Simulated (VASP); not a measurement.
# Ti (P6_3/mmc) in VASP: relaxation of cell and atoms with PBE

Aim: the relaxation of cell and atoms of Ti with PBE.

All numbers are computed with VASP 6.6.1; they aren't measurements. Logs are shortened: lines on timing, memory, paths and dates and some standing lists are left out, and cuts for length are marked.

### 1 The cell of the first run

Symmetry: P6_3/mmc, No. 194, hexagonal system. Conventional cell: a = 2.303 Å, b = 2.303 Å, c = 3.730 Å, α = 90.00°, β = 90.00°, γ = 120.00°. Within 3.0 Å of Ti (site symmetry -6m2) lie 12 Ti at 2.29 to 2.30 Å.

### 2 Relaxation of cell and atoms, PBE, target pressure 230 GPa, at which the enthalpy is minimised

File INCAR:

```
SYSTEM = Ti
ALGO = Normal
EDIFF = 1E-7
EDIFFG = -0.005
ENCUT = 600
GGA = PE
IBRION = 2
ISIF = 3
ISMEAR = -1
LASPH = .True.
LCHARG = .False.
LREAL = .False.
LWAVE = .False.
NELM = 60
NSW = 60
PREC = Accurate
PSTRESS = 2300.0
SIGMA = 0.08
```

File KPOINTS:

```
k-points
0
Gamma
  19 19 10
  0 0 0
```

File POSCAR:

```
Ti
1.0
    2.3026212151      0.0000000000      0.0000000000
   -1.1513106076      1.9941284676      0.0000000000
    0.0000000000      0.0000000000      3.7302463685
Ti
2
Direct
    0.3333333333      0.6666666667      0.2500000000
    0.6666666667      0.3333333333      0.7500000000
```

Potentials or basis: VASP PAW PBE potentials, release 64 (Ti_sv).

Started as:

```
$ cat potpaw_PBE.64/Ti_sv/POTCAR > POTCAR
$ mpirun -np 1 vasp_std > vasp.out
```

OUTCAR:

```text
SYSTEM = Ti
   EDIFF = 1E-7
   EDIFFG = -0.005
   ENCUT = 600
   GGA = PE
   IBRION = 2
   ISIF = 3
   ISMEAR = -1
   LASPH = .True.
   LREAL = .False.
   NELM = 60
   NSW = 60
   PREC = Accurate
   PSTRESS = 2300.0

 ion  position               nearest neighbor table
   1  0.333  0.667  0.250-   2 2.29   2 2.29   2 2.29   2 2.29   2 2.29   2 2.29
   2  0.667  0.333  0.750-   1 2.29   1 2.29   1 2.29   1 2.29   1 2.29   1 2.29

  LATTYP: Found a hexagonal cell.
 ALAT       =     2.3026212151
 C/A-ratio  =     1.6200000000

  Lattice vectors:

 A1 = (   2.3026212151,   0.0000000000,   0.0000000000)
 A2 = (  -1.1513106076,   1.9941284676,   0.0000000000)
 A3 = (   0.0000000000,   0.0000000000,   3.7302463685)

Analysis of symmetry for initial positions (statically):
=====================================================================
 Subroutine PRICEL returns:
 Original cell was already a primitive cell.

 Routine SETGRP: Setting up the symmetry group for a
 hexagonal supercell.

 Subroutine GETGRP returns: Found 24 space group operations
 (whereof 12 operations were pure point group operations)
 out of a pool of 24 trial point group operations.

The static configuration has the point symmetry D_3d.
 The point group associated with its full space group is D_6h.

Analysis of symmetry for dynamics (positions and initial velocities):
=====================================================================
 Subroutine PRICEL returns:
 Original cell was already a primitive cell.

 Routine SETGRP: Setting up the symmetry group for a
 hexagonal supercell.

 Subroutine GETGRP returns: Found 24 space group operations
 (whereof 12 operations were pure point group operations)
 out of a pool of 24 trial point group operations.

The dynamic configuration has the point symmetry D_3d.
 The point group associated with its full space group is D_6h.

 Subroutine INISYM returns: Found 24 space group operations
 (whereof 12 operations are pure point group operations),
 and found     1 'primitive' translations

----------------------------------------------------------------------------------------

                                     Primitive cell

  volume of cell :      17.1283

  direct lattice vectors                    reciprocal lattice vectors
     2.302621215  0.000000000  0.000000000     0.434287669  0.250736103  0.000000000
    -1.151310608  1.994128468  0.000000000     0.000000000  0.501472205  0.000000000
     0.000000000  0.000000000  3.730246369     0.000000000  0.000000000  0.268078808

  length of vectors
     2.302621215  2.302621215  3.730246369     0.501472205  0.501472205  0.268078808

  position of ions in fractional coordinates (direct lattice)
     0.333333333  0.666666667  0.250000000
     0.666666667  0.333333333  0.750000000

  ion indices of the primitive-cell ions
   primitive index   ion index
                 1           1
                 2           2

----------------------------------------------------------------------------------------

 KPOINTS: k-points

Automatic generation of k-mesh.
 Grid dimensions read from file:
 generate k-points for:   19   19   10

 Generating k-lattice:

  Cartesian coordinates                     Fractional coordinates (reciprocal lattice)
     0.022857246  0.013196637  0.000000000     0.052631579  0.000000000  0.000000000
     0.000000000  0.026393274  0.000000000     0.000000000  0.052631579  0.000000000
     0.000000000  0.000000000  0.026807881     0.000000000  0.000000000  0.100000000

  Length of vectors
     0.026393274  0.026393274  0.026807881

  Shift w.r.t. Gamma in fractional coordinates (k-lattice)
     0.000000000  0.000000000  0.000000000

 Subroutine IBZKPT returns following result:
 ===========================================

 Found    240 irreducible k-points:

 Following reciprocal coordinates:
            Coordinates               Weight
  0.000000  0.000000  0.000000      1.000000
  0.052632 -0.000000  0.000000      6.000000
  0.105263 -0.000000  0.000000      6.000000
  0.157895 -0.000000  0.000000      6.000000
  0.210526 -0.000000  0.000000      6.000000
  0.263158 -0.000000  0.000000      6.000000
[... 16 lines left out ...]
  0.263158  0.105263  0.000000     12.000000
  0.315789  0.105263  0.000000     12.000000
 [... further k-points ...]
   k-points           NKPTS =    240   k-points in BZ     NKDIM =    240   number of bands    NBANDS=     16
   number of dos      NEDOS =    301   number of ions     NIONS =      2
   total plane-waves  NPLWV =   9720
   dimension x,y,z NGX =    18 NGY =   18 NGZ =   30
   dimension x,y,z NGXF=    36 NGYF=   36 NGZF=   60
   ions per type =               2
   NGX,Y,Z   is equivalent  to a cutoff of  13.00, 13.00, 13.37 a.u.
   NGXF,Y,Z  is equivalent  to a cutoff of  25.99, 25.99, 26.74 a.u.
 SYSTEM =  Ti
   PREC   = accura    normal or accurate (medium, high low for compatibility)
   ISTART =      0    job   : 0-new  1-cont  2-samecut
   ICHARG =      2    charge: 1-file 2-atom 10-const
   ISPIN  =      1    spin polarized calculation?
   LNONCOLLINEAR =      F non collinear calculations
   LSORBIT =      F    spin-orbit coupling
   LASPH  =      T    aspherical Exc in radial PAW
   ENCUT  =  600.0 eV  44.10 Ry    6.64 a.u.   4.60  4.60  7.45*2*pi/ulx,y,z
   NELM   =     60;   NELMIN=  2; NELMDL= -5     # of ELM steps
   EDIFF  = 0.1E-06   stopping-criterion for ELM
   LREAL  =      F    real-space projection
   EDIFFG = -.5E-02   stopping-criterion for IOM
   NSW    =     60    number of steps for IOM
   IBRION =      2    ionic relax: 0-MD 1-quasi-New 2-CG
   NFREE  =      1    steps in history (QN), initial steepest desc. (CG)
   ISIF   =      3    stress and relaxation
   ISYM   =      2    0-nonsym 1-usesym 2-fastsym
   POTIM  = 0.5000    time-step for ionic-motion
   TEBEG  =    0.0;   TEEND  =   0.0 temperature during run
   PSTRESS= 2300.0 pullay stress
   NELECT =      24.0000    total number of electrons
   NUPDOWN=      -1.0000    fix difference up-down
   EMIN   =  10.00;   EMAX   =-10.00  energy-range for DOS
   EFERMI =   0.00;   METHOD = LEGACY
   ISMEAR =    -1;   SIGMA  =   0.08  broadening in eV -4-tet -1-fermi 0-gaus
   EFERMI_NEDOS =   21; number of points for ismear=-14 and -15
   IALGO  =     38    algorithm
   IMIX   =      4    mixing-type and parameters
     AMIX     =   0.40;   BMIX     =  1.00
     AMIX_MAG =   1.60;   BMIX_MAG =  1.00
  volume/ion in A,a.u.               =       8.56        57.79
  Fermi-wavevector in a.u.,A,eV,Ry     =   1.831924  3.461835 45.660427  3.355947
  Thomas-Fermi vector in A             =   2.886075
   LORBIT       =      0    0 simple, 1 ext, 2 COOP (PROOUT), +10 PAW based schemes
   GGA     = PE    functional components
   LHFCALC =     F    Hartree Fock is set to
   AEXX    =    0.0000 exact exchange contribution
   IVDW    =     0    specifies the selected vdW correction
   LEPSILON=     F    determine dielectric tensor
   LRPA    =     F    only Hartree local field effects (RPA)
 conjugate gradient relaxation of ions
 non-spin polarized calculation
  energy-cutoff  :      600.00
  volume of cell :       17.13
 maximum number of plane-waves:       584
   NGX =  9   NGY =  9   NGZ = 15

--------------------------------------- Ionic step        1  -------------------------------------------

 number of electron      23.9999991 magnetization

 Free energy of the ion-electron system (eV)
  ---------------------------------------------------
  ext. energy  EPLUGINS =         0.00000000
  ---------------------------------------------------
  free energy    TOTEN  =        -7.70188290 eV

  energy without entropy =       -7.67024666  energy(sigma->0) =       -7.68606478

------------------------ aborting loop because EDIFF is reached ----------------------------------------

  FORCE on cell =-STRESS in cart. coord.  units (eV):
  Direction    XX          YY          ZZ          XY          YZ          ZX
  --------------------------------------------------------------------------------------
  -------------------------------------------------------------------------------------
  Total       24.1125062     24.1125062     27.3207043     -0.0000000      0.0000000      0.0000000
  in kB     2255.4841715   2255.4841716   2555.5790695     -0.0000001      0.0000000      0.0000000
  external PRESSURE =      55.5158042 kB  Pullay stress =    2300.0000000 kB
[... 93 lines left out ...]
  FREE ENERGIE OF THE ION-ELECTRON SYSTEM (eV)
  ---------------------------------------------------
  free  energy   TOTEN  =        -8.8046082197 eV

  energy  without entropy=       -8.7815846927  energy(sigma->0) =       -8.79309646

  enthalpy is  TOTEN    =        16.7877881496 eV   P V=       25.5923963693

[... ionic steps 4 to 10 ...]

--------------------------------------- Ionic step       11  -------------------------------------------

 number of electron      23.9999997 magnetization

------------------------ aborting loop because EDIFF is reached ----------------------------------------

  FORCE on cell =-STRESS in cart. coord.  units (eV):
  Direction    XX          YY          ZZ          XY          YZ          ZX
  --------------------------------------------------------------------------------------
  -------------------------------------------------------------------------------------
  Total       24.3601554     24.3601554     24.6004969     -0.0000000      0.0000000      0.0000000
  in kB     2285.0342324   2285.0342328   2307.5787722     -0.0000003      0.0000000      0.0000000
  external PRESSURE =      -7.4509209 kB  Pullay stress =    2300.0000000 kB
[... 61 lines left out ...]
  enthalpy is  TOTEN    =        16.6404977589 eV   P V=       24.4945198442

--------------------------------------- Ionic step       13  -------------------------------------------

 number of electron      23.9999995 magnetization

 Free energy of the ion-electron system (eV)
  ---------------------------------------------------
  ext. energy  EPLUGINS =         0.00000000
  ---------------------------------------------------
  free energy    TOTEN  =        -7.84872921 eV

  energy without entropy =       -7.83231046  energy(sigma->0) =       -7.84051984

 E-fermi :  18.0626     XC(G=0): -15.3078

 val. band max:       17.9723494681   @ k =   0.1053   0.1053   0.3000
 cond. band min:      18.0774001441   @ k =   0.3684   0.0526   0.0000
 fundamental gap:      0.1050506761
 Fermi energy:        18.0625731316

 k-point     1 :       0.0000    0.0000    0.0000
  band No.  band energies     occupation
      1     -39.1000      2.00000
      2     -38.1792      2.00000
      3     -16.5573      2.00000
      4     -12.7165      2.00000
      5     -11.7179      2.00000
      6     -11.7179      2.00000
[... 8 lines left out ...]
     15      19.9494      0.00000
     16      21.4938      0.00000
[... 420 lines left out ...]
  band No.  band energies     occupation
      1     -37.5029      2.00000
      2     -37.0332      2.00000
      3     -16.2386      2.00000
      4     -15.8040      2.00000
      5     -14.6517      2.00000
      6     -13.1921      2.00000
[... 8 lines left out ...]
     15      20.3332      0.00000
     16      23.5622      0.00000

 [... further k-points ...]
[... 5 lines left out ...]
  --------------------------------------------------------------------------------------
  -------------------------------------------------------------------------------------
  Total       24.4980721     24.4980721     24.4966880     -0.0000000      0.0000000      0.0000000
  in kB     2300.8316320   2300.8316326   2300.7016403     -0.0000005      0.0000000      0.0000000
  external PRESSURE =       0.7883016 kB  Pullay stress =    2300.0000000 kB
[... 17 lines left out ...]
  FREE ENERGIE OF THE ION-ELECTRON SYSTEM (eV)
  ---------------------------------------------------
  free  energy   TOTEN  =        -7.8487292105 eV

  energy  without entropy=       -7.8323104608  energy(sigma->0) =       -7.84051984

  enthalpy is  TOTEN    =        16.6404881019 eV   P V=       24.4892173124

 reached required accuracy - stopping structural energy minimisation
```

It took 15 min on 1 thread of AMD EPYC 7R13, shared host; peak memory 0.16 GiB.

What came out:

```yaml
Free_energy: -7.8487 eV
Relaxed_volume: 8.53 Å³/atom
Relaxed_cell: a = 2.178 Å, b = 2.178 Å, c = 4.152 Å, α = 90.00°, β = 90.00°, γ = 120.00°
Space_group_after_relaxing_to_0.1_Å: P6_3/mmc (No. 194)
Energy_change_on_relaxing_the_run_minimises_the_enthalpy: -73.4 meV/atom
Ionic_steps: 13
Pressure_after_relaxing: 230.1 GPa
Band_gap_on_the_k_mesh: zero (bands 12 and 13 overlap by 1.78 eV)
```

Step by step:
| step | energy change (eV) | largest force (eV/Å) | pressure (GPa) | volume (Å³) |
| --- | --- | --- | --- | --- |
| 1 | 0.0000 | 0.0000 | 235.55 | 17.13 |
| 2 | -1.1211 | 0.0000 | 204.14 | 17.84 |
| 3 | -1.1027 | 0.0000 | 204.66 | 17.83 |
| 4 | -1.0492 | 0.0000 | 205.71 | 17.76 |
| 5 | -0.8062 | 0.0000 | 211.40 | 17.54 |
| 6 | -0.6602 | 0.0000 | 215.11 | 17.43 |
| 7 | -0.7387 | 0.0000 | 213.15 | 17.49 |
| 8 | -0.4162 | 0.0000 | 222.43 | 17.25 |
| 9 | -0.1963 | 0.0000 | 228.73 | 17.09 |
| 10 | -0.1850 | 0.0000 | 229.04 | 17.09 |
| 11 | -0.1769 | 0.0000 | 229.25 | 17.08 |
| 12 | -0.1521 | 0.0000 | 229.88 | 17.06 |
| 13 | -0.1468 | 0.0000 | 230.08 | 17.06 |

Final structure:
```
Ti
1.0
     2.17825    0.00000    0.00000
    -1.08913    1.88642    0.00000
     0.00000    0.00000    4.15156
Ti
2
Direct
  0.33333 0.66667 0.25000
  0.66667 0.33333 0.75000
```

Caveat: the cell is relaxed towards a set pressure, so the run minimises the enthalpy, not the energy.
